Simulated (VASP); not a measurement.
# TiTeAs3 (Pmmm) in VASP: further runs

TiTeAs3 is run at these levels: PBE; tasks: single point, relaxation of cell and atoms.

All numbers are computed with VASP 6.6.1; they aren't measurements. Logs are shortened: lines on timing, memory, paths and dates and some standing lists are left out, and cuts for length are marked.

## (1) The cell of the first run

Symmetry: Pmmm, No. 47, orthorhombic system. Conventional cell: a = 2.946 Å, b = 4.329 Å, c = 8.935 Å, α = 90.00°, β = 90.00°, γ = 90.00°. Within 3.5 Å of Ti (site symmetry mmm) lie 6 As at 2.62 to 2.63 Å and 2 Ti at 2.95 Å. Within 3.7 Å of Te (site symmetry mmm) lie 4 As at 2.84 Å and 2 Te at 2.95 Å. As (site symmetry mm2) has 1 Ti at 2.63 Å and 2 Te at 2.84 Å and 2 As at 2.95 Å within 3.5 Å. Within 3.5 Å of As (site symmetry mmm) lie 4 Ti at 2.62 Å and 2 As at 2.95 Å.

## (2) Single point, PBE

File INCAR:

```
ALGO = Normal
EDIFF = 1E-7
ENCUT = 520
GGA = PE
ISIF = 2
ISMEAR = 0
LASPH = T
LCHARG = T
LELF = T
LREAL = F
LVHAR = T
LWAVE = F
NBANDS = 24
NELM = 80
PREC = Accurate
SIGMA = 0.1
```

File KPOINTS:

```
k-points
0
Gamma
  6 4 2
```

File POSCAR:

```
TiTeAs3
1.0
    2.9464585636      0.0000000000      0.0000000000
    0.0000000000      4.3291124231      0.0000000000
    0.0000000000      0.0000000000      8.9349120761
Ti Te As
1 1 3
Direct
    0.5000000000      0.5000000000      0.5000000000
    0.5000000000      0.0000000000      0.0000000000
    0.5000000000      0.5000000000      0.7947613683
    0.5000000000      0.5000000000      0.2052386317
    0.0000000000      0.0000000000      0.5000000000
```

Potentials or basis: VASP PAW PBE potentials, release 64 (Ti_sv, Te, As).

Launch:

```bash
cat potpaw_PBE.64/Ti_sv/POTCAR potpaw_PBE.64/Te/POTCAR potpaw_PBE.64/As/POTCAR > POTCAR
mpirun -np 1 vasp_std > vasp.out
```

OUTCAR:

```text
EDIFF = 1E-7
   ENCUT = 520
   GGA = PE
   ISIF = 2
   ISMEAR = 0
   LASPH = T
   LREAL = F
   NELM = 80
   PREC = Accurate

 ion  position               nearest neighbor table
   1  0.500  0.500  0.500-   5 2.62   5 2.62   5 2.62   5 2.62   3 2.63   4 2.63
   2  0.500  0.000  0.000-   3 2.84   4 2.84   3 2.84   4 2.84
   3  0.500  0.500  0.795-   1 2.63   2 2.84   2 2.84
   4  0.500  0.500  0.205-   1 2.63   2 2.84   2 2.84
   5  0.000  0.000  0.500-   1 2.62   1 2.62   1 2.62   1 2.62

  LATTYP: Found a simple orthorhombic cell.
 ALAT       =     2.9464585636
 B/A-ratio  =     1.4692595635
 C/A-ratio  =     3.0324241401

  Lattice vectors:

 A1 = (   2.9464585636,   0.0000000000,   0.0000000000)
 A2 = (   0.0000000000,   4.3291124231,   0.0000000000)
 A3 = (   0.0000000000,   0.0000000000,   8.9349120761)

Analysis of symmetry for initial positions (statically):
=====================================================================
 Subroutine PRICEL returns:
 Original cell was already a primitive cell.

 Routine SETGRP: Setting up the symmetry group for a
 simple orthorhombic supercell.

 Subroutine GETGRP returns: Found  8 space group operations
 (whereof  8 operations were pure point group operations)
 out of a pool of  8 trial point group operations.

The static configuration has the point symmetry D_2h.

Analysis of symmetry for dynamics (positions and initial velocities):
=====================================================================
 Subroutine PRICEL returns:
 Original cell was already a primitive cell.

 Routine SETGRP: Setting up the symmetry group for a
 simple orthorhombic supercell.

 Subroutine GETGRP returns: Found  8 space group operations
 (whereof  8 operations were pure point group operations)
 out of a pool of  8 trial point group operations.

The dynamic configuration has the point symmetry D_2h.

 Subroutine INISYM returns: Found  8 space group operations
 (whereof  8 operations are pure point group operations),
 and found     1 'primitive' translations

----------------------------------------------------------------------------------------

                                     Primitive cell

  volume of cell :     113.9697

  direct lattice vectors                    reciprocal lattice vectors
     2.946458564  0.000000000  0.000000000     0.339390485  0.000000000  0.000000000
     0.000000000  4.329112423  0.000000000     0.000000000  0.230994232  0.000000000
     0.000000000  0.000000000  8.934912076     0.000000000  0.000000000  0.111920519

  length of vectors
     2.946458564  4.329112423  8.934912076     0.339390485  0.230994232  0.111920519

  position of ions in fractional coordinates (direct lattice)
     0.500000000  0.500000000  0.500000000
     0.500000000  0.000000000  0.000000000
     0.500000000  0.500000000  0.794761368
     0.500000000  0.500000000  0.205238632
     0.000000000  0.000000000  0.500000000

  ion indices of the primitive-cell ions
   primitive index   ion index
                 1           1
                 2           2
                 3           3
                 4           4
                 5           5

----------------------------------------------------------------------------------------

 KPOINTS: k-points

Automatic generation of k-mesh.
 Grid dimensions read from file:
 generate k-points for:    6    4    2

 Generating k-lattice:

  Cartesian coordinates                     Fractional coordinates (reciprocal lattice)
     0.056565081  0.000000000  0.000000000     0.166666667  0.000000000  0.000000000
     0.000000000  0.057748558  0.000000000     0.000000000  0.250000000  0.000000000
     0.000000000  0.000000000  0.055960260     0.000000000  0.000000000  0.500000000

  Length of vectors
     0.056565081  0.057748558  0.055960260

  Shift w.r.t. Gamma in fractional coordinates (k-lattice)
     0.000000000  0.000000000  0.000000000

 Subroutine IBZKPT returns following result:
 ===========================================

 Found     24 irreducible k-points:

 Following reciprocal coordinates:
            Coordinates               Weight
  0.000000  0.000000  0.000000      1.000000
  0.166667  0.000000  0.000000      2.000000
  0.333333  0.000000  0.000000      2.000000
  0.500000  0.000000  0.000000      1.000000
  0.000000  0.250000  0.000000      2.000000
  0.166667  0.250000  0.000000      4.000000
[... 16 lines left out ...]
  0.333333  0.500000  0.500000      2.000000
  0.500000  0.500000  0.500000      1.000000
   k-points           NKPTS =     24   k-points in BZ     NKDIM =     24   number of bands    NBANDS=     24
   number of dos      NEDOS =    301   number of ions     NIONS =      5
   total plane-waves  NPLWV =  53760
   dimension x,y,z NGX =    24 NGY =   32 NGZ =   70
   dimension x,y,z NGXF=    48 NGYF=   64 NGZF=  140
   ions per type =               1   1   3
   NGX,Y,Z   is equivalent  to a cutoff of  13.54, 12.29, 13.02 a.u.
   NGXF,Y,Z  is equivalent  to a cutoff of  27.08, 24.58, 26.05 a.u.
 SYSTEM =  unknown system
   PREC   = accura    normal or accurate (medium, high low for compatibility)
   ISTART =      0    job   : 0-new  1-cont  2-samecut
   ICHARG =      2    charge: 1-file 2-atom 10-const
   ISPIN  =      1    spin polarized calculation?
   LNONCOLLINEAR =      F non collinear calculations
   LSORBIT =      F    spin-orbit coupling
   LASPH  =      T    aspherical Exc in radial PAW
   ENCUT  =  520.0 eV  38.22 Ry    6.18 a.u.   5.48  8.05 16.61*2*pi/ulx,y,z
   NELM   =     80;   NELMIN=  2; NELMDL= -5     # of ELM steps
   EDIFF  = 0.1E-06   stopping-criterion for ELM
   LREAL  =      F    real-space projection
   EDIFFG = 0.1E-05   stopping-criterion for IOM
   NSW    =      0    number of steps for IOM
   IBRION =     -1    ionic relax: 0-MD 1-quasi-New 2-CG
   NFREE  =      0    steps in history (QN), initial steepest desc. (CG)
   ISIF   =      2    stress and relaxation
   ISYM   =      2    0-nonsym 1-usesym 2-fastsym
   POTIM  = 0.5000    time-step for ionic-motion
   TEBEG  =    0.0;   TEEND  =   0.0 temperature during run
   PSTRESS=    0.0 pullay stress
   NELECT =      33.0000    total number of electrons
   NUPDOWN=      -1.0000    fix difference up-down
   EMIN   =  10.00;   EMAX   =-10.00  energy-range for DOS
   EFERMI =   0.00;   METHOD = LEGACY
   ISMEAR =     0;   SIGMA  =   0.10  broadening in eV -4-tet -1-fermi 0-gaus
   EFERMI_NEDOS =   21; number of points for ismear=-14 and -15
   IALGO  =     38    algorithm
   IMIX   =      4    mixing-type and parameters
     AMIX     =   0.40;   BMIX     =  1.00
     AMIX_MAG =   1.60;   BMIX_MAG =  1.00
  volume/ion in A,a.u.               =      22.79       153.82
  Fermi-wavevector in a.u.,A,eV,Ry     =   1.083053  2.046673 15.959681  1.173003
  Thomas-Fermi vector in A             =   2.219109
   LORBIT       =      0    0 simple, 1 ext, 2 COOP (PROOUT), +10 PAW based schemes
   GGA     = PE    functional components
   LHFCALC =     F    Hartree Fock is set to
   AEXX    =    0.0000 exact exchange contribution
   IVDW    =     0    specifies the selected vdW correction
   LEPSILON=     F    determine dielectric tensor
   LRPA    =     F    only Hartree local field effects (RPA)
 non-spin polarized calculation
 Gauss-broadening in eV      SIGMA  =   0.10
  energy-cutoff  :      520.00
  volume of cell :      113.97
 maximum number of plane-waves:      3095
 NGX is ok and might be reduce to    24
   NGX = 11   NGY = 17   NGZ = 33

 number of electron      33.0000005 magnetization

 Free energy of the ion-electron system (eV)
  ---------------------------------------------------
  ext. energy  EPLUGINS =         0.00000000
  ---------------------------------------------------
  free energy    TOTEN  =       -25.12694913 eV

  energy without entropy =      -25.11550815  energy(sigma->0) =      -25.12122864

 E-fermi :   5.9460     XC(G=0): -10.0310

 val. band max:        5.9004234069   @ k =   0.5000   0.2500   0.5000
 cond. band min:       6.0302330910   @ k =   0.5000   0.5000   0.0000
 fundamental gap:      0.1298096841
 Fermi energy:         5.9460294330

 k-point     1 :       0.0000    0.0000    0.0000
  band No.  band energies     occupation
      1     -51.1806      2.00000
      2     -27.4807      2.00000
      3     -27.4658      2.00000
      4     -27.2666      2.00000
      5      -8.2944      2.00000
      6      -6.1275      2.00000
[... 16 lines left out ...]
     23       9.6245      0.00000
     24       9.6943      0.00000

 k-point     2 :       0.1667    0.0000    0.0000
  band No.  band energies     occupation
      1     -51.1718      2.00000
      2     -27.4722      2.00000
      3     -27.4544      2.00000
      4     -27.3474      2.00000
      5      -7.8766      2.00000
      6      -5.6872      2.00000
[... 16 lines left out ...]
     23       8.3366      0.00000
     24       8.7369      0.00000

 k-point     3 :       0.3333    0.0000    0.0000
  band No.  band energies     occupation
      1     -51.1543      2.00000
      2     -27.5065      2.00000
      3     -27.4552      2.00000
      4     -27.4314      2.00000
      5      -6.7507      2.00000
      6      -4.4761      2.00000
[... 16 lines left out ...]
     23       8.3840      0.00000
     24       9.0209      0.00000

 k-point     4 :       0.5000    0.0000    0.0000
  band No.  band energies     occupation
      1     -51.1455      2.00000
      2     -27.5849      2.00000
      3     -27.4466      2.00000
      4     -27.4198      2.00000
      5      -5.8495      2.00000
      6      -3.4479      2.00000
[... 16 lines left out ...]
     23       9.0658      0.00000
     24       9.5435      0.00000

 k-point     5 :       0.0000    0.2500    0.0000
  band No.  band energies     occupation
      1     -51.1805      2.00000
      2     -27.4804      2.00000
      3     -27.4716      2.00000
      4     -27.2658      2.00000
      5      -7.8985      2.00000
      6      -5.8494      2.00000
[... 16 lines left out ...]
     23      10.6377      0.00000
     24      10.7251      0.00000

 k-point     6 :       0.1667    0.2500    0.0000
  band No.  band energies     occupation
      1     -51.1717      2.00000
      2     -27.4719      2.00000
      3     -27.4601      2.00000
      4     -27.3467      2.00000
      5      -7.4780      2.00000
      6      -5.4512      2.00000
[... 16 lines left out ...]
     23       8.4435      0.00000
     24       8.7166      0.00000
[... 379 lines left out ...]
 k-point    21 :       0.0000    0.5000    0.5000
  band No.  band energies     occupation
      1     -51.1804      2.00000
      2     -27.4800      2.00000
      3     -27.4774      2.00000
      4     -27.2650      2.00000
      5      -7.1567      2.00000
      6      -5.8733      2.00000
[... 16 lines left out ...]
     23      10.3887      0.00000
     24      10.4101      0.00000

 k-point    22 :       0.1667    0.5000    0.5000
  band No.  band energies     occupation
      1     -51.1716      2.00000
      2     -27.4716      2.00000
      3     -27.4659      2.00000
      4     -27.3459      2.00000
      5      -6.7187      2.00000
      6      -5.4939      2.00000
[... 16 lines left out ...]
     23       8.6971      0.00000
     24       9.8256      0.00000

 k-point    23 :       0.3333    0.5000    0.5000
  band No.  band energies     occupation
      1     -51.1539      2.00000
      2     -27.5052      2.00000
      3     -27.4547      2.00000
      4     -27.4428      2.00000
      5      -5.5113      2.00000
      6      -4.4983      2.00000
[... 16 lines left out ...]
     23       9.4994      0.00000
     24       9.5712      0.00000

 k-point    24 :       0.5000    0.5000    0.5000
  band No.  band energies     occupation
      1     -51.1450      2.00000
      2     -27.5836      2.00000
      3     -27.4463      2.00000
      4     -27.4312      2.00000
      5      -4.4867      2.00000
      6      -3.7496      2.00000
[... 16 lines left out ...]
     23       9.1448      0.00000
     24       9.5235      0.00000

------------------------ aborting loop because EDIFF is reached ----------------------------------------

  FORCE on cell =-STRESS in cart. coord.  units (eV):
  Direction    XX          YY          ZZ          XY          YZ          ZX
  --------------------------------------------------------------------------------------
  -------------------------------------------------------------------------------------
  Total        0.0481461      0.0396060      0.0390781     -0.0000000      0.0000000      0.0000000
  in kB        0.6768334      0.5567785      0.5493572     -0.0000000      0.0000000      0.0000000
  external PRESSURE =       0.5943230 kB  Pullay stress =       0.0000000 kB

 VOLUME and BASIS-vectors are now :
 -----------------------------------------------------------------------------
  energy-cutoff  :      520.00
  volume of cell :      113.97
      direct lattice vectors                 reciprocal lattice vectors
     2.946458564  0.000000000  0.000000000     0.339390485  0.000000000  0.000000000
     0.000000000  4.329112423  0.000000000     0.000000000  0.230994232  0.000000000
     0.000000000  0.000000000  8.934912076     0.000000000  0.000000000  0.111920519

 POSITION                                       TOTAL-FORCE (eV/Angst)
 -----------------------------------------------------------------------------------
      1.47323      2.16456      4.46746         0.000000     -0.000000      0.000000
      1.47323      0.00000      0.00000         0.000000     -0.000000      0.000000
      1.47323      2.16456      7.10112         0.000000      0.000000     -0.004826
      1.47323      2.16456      1.83379         0.000000     -0.000000      0.004826
      0.00000      0.00000      4.46746         0.000000     -0.000000      0.000000
 -----------------------------------------------------------------------------------
    total drift:                                0.000000      0.000000     -0.000000

  FREE ENERGIE OF THE ION-ELECTRON SYSTEM (eV)
  ---------------------------------------------------
  free  energy   TOTEN  =       -25.1269491295 eV

  energy  without entropy=      -25.1155081535  energy(sigma->0) =      -25.12122864
```

Wall time 76 s (1 thread of Intel Xeon 6975P-C, shared host); peak memory 0.26 GiB.

What came out:

- Free energy: -25.1269 eV
- Pressure: 0.1 GPa
- Largest force: 0.005 eV/Å

Forces on the atoms (eV/Å):
```
Ti   0.000  0.000  0.000
Te   0.000  0.000  0.000
As   0.000  0.000 -0.005
As   0.000  0.000  0.005
As   0.000  0.000  0.000
```

Caveat: the k points lie up to 0.36 Å⁻¹ apart; spin-orbit coupling is left out, which moves the levels of the heavy elements.

## (3) Single point, PBE

This run uses another cell than the first one, of 23.02 Å³/atom, 1.010 times its volume.

File INCAR:

```
SYSTEM = TiTeAs3
PREC = Accurate ; ENCUT = 520
EDIFF = 1E-6 ; ISMEAR = 0
SIGMA = 0.1 ; LREAL = .False.
LASPH = .True. ; NELM = 80
ALGO = Normal ; ISIF = 2
LWAVE = .False. ; LCHARG = .False.
GGA = PE ; NBANDS = 24
```

File KPOINTS:

```
Automatic mesh
0
Gamma
  6 4 2
  0 0 0
```

File POSCAR:

```
TiTeAs3
1.0
    3.1740990400      0.0000000000      0.0000000000
    0.0000000000      4.7716395700      0.0000000000
    0.0000000000      0.0000000000      7.6001564500
Ti Te As
1 1 3
Direct
    0.5000000000      0.5000000000      0.5000000000
    0.5000000000      0.0000000000      0.0000000000
    0.5000000000      0.5000000000      0.7880745400
    0.5000000000      0.5000000000      0.2119254600
    0.0000000000      0.0000000000      0.5000000000
```

Potentials or basis: VASP PAW PBE potentials, release 64 (Ti_sv, Te, As).

Launch:

```bash
cat potpaw_PBE.64/Ti_sv/POTCAR potpaw_PBE.64/Te/POTCAR potpaw_PBE.64/As/POTCAR > POTCAR
mpirun -np 1 vasp_std > vasp.out
```

Wall time 63 s (1 thread of Intel Xeon 6975P-C, shared host); peak memory 0.26 GiB.

Results (log left out):

| Property | Result |
| --- | --- |
| Free energy | -23.0677 eV |
| Pressure | 4.5 GPa |
| Largest force | 4.223 eV/Å |

Forces in eV/Å, atoms in the order of the input:
```
Ti   0.000  0.000  0.000
Te   0.000  0.000  0.000
As   0.000  0.000  4.223
As   0.000  0.000 -4.223
As   0.000  0.000  0.000
```

Stress tensor (GPa, compression positive):
```
-6.61  0.00  0.00
 0.00 -8.49  0.00
 0.00  0.00 28.46
```

Levels at points of the mesh, in eV from the Fermi level:
```csv
k point,band 14,band 15,band 16,band 17,band 18,band 19
"(0.00, 0.00, 0.00)",-1.77,-0.85,0.37,1.13,1.53,1.78
"(0.50, 0.00, 0.00)",-2.38,-2.27,-1.51,-0.92,0.71,1.33
"(0.00, 0.50, 0.00)",-0.11,0.07,0.40,0.57,1.25,1.36
"(0.50, 0.50, 0.00)",-3.71,-1.09,-0.52,0.39,0.73,1.26
"(0.00, 0.00, 0.50)",-0.61,-0.43,-0.15,-0.11,0.14,1.53
"(0.50, 0.00, 0.50)",-2.66,-2.29,-1.11,-0.64,0.16,0.28
"(0.00, 0.50, 0.50)",0.08,0.32,0.58,1.13,1.94,2.34
"(0.50, 0.50, 0.50)",-2.33,-1.35,-1.27,-0.42,-0.11,0.42
```

Caveat: the k points lie up to 0.41 Å⁻¹ apart; spin-orbit coupling is left out, which moves the levels of the heavy elements; forces of over 1 eV/Å act on the atoms, so gaps and moduli don't describe the material at rest.

(Continued in part 2 of 2.)
